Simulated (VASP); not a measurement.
Input of a VASP 6.6.1 run:

The input INCAR:

```
PREC = Accurate
ENCUT = 520
EDIFF = 1E-6
ISMEAR = 0
SIGMA = 0.1
LREAL = F
LASPH = T
NELM = 80
ALGO = Normal
ISIF = 2
LWAVE = F
LCHARG = F
GGA = PE
NBANDS = 66
```

File KPOINTS:

```
regular mesh
0
Gamma
  4 2 2
```

The input POSCAR:

```
CdHg2Se3
1.0
   -3.6762604083     -2.3664496692     -0.0053415240
   -3.6762604083      7.0993490077     -0.0053415240
    1.0006212014      0.0000000000    -10.0137647592
Cd Hg Se
2 4 6
Direct
    0.1813381919      0.8186618081      0.5000000000
    0.6813381919      0.3186618081      0.5000000000
    0.6371600695      0.6410130326      0.1706306799
    0.1371600695      0.1410130326      0.1706306799
    0.2199004163      0.5019264815      0.8293693201
    0.7199004163      0.0019264815      0.8293693201
    0.7138534498      0.7672235518      0.6540751882
    0.2138534498      0.2672235518      0.6540751882
    0.9922379474      0.5266850510      0.3459248118
    0.4922379474      0.0266850510      0.3459248118
    0.2555099250      0.7444900750      0.0000000000
    0.7555099250      0.2444900750      0.0000000000
```

Potentials or basis: VASP PAW PBE potentials, release 64 (Cd, Hg, Se).

The run is started by

```console
$ cat potpaw_PBE.64/Cd/POTCAR potpaw_PBE.64/Hg/POTCAR potpaw_PBE.64/Se/POTCAR > POTCAR
$ mpirun -np 1 vasp_std > vasp.out
```

Problem. Predict the band gap on the k mesh.

Solution. 0.95 eV.

Problem. Predict the pressure.

Solution. 0.3 GPa.

Stress tensor (GPa, compression positive):
```
0.22 0.06 0.10
0.06 0.36 0.00
0.10 0.00 0.34
```

Caveat: spin-orbit coupling is left out, which moves the levels of the heavy elements. A k mesh can miss the band edges.
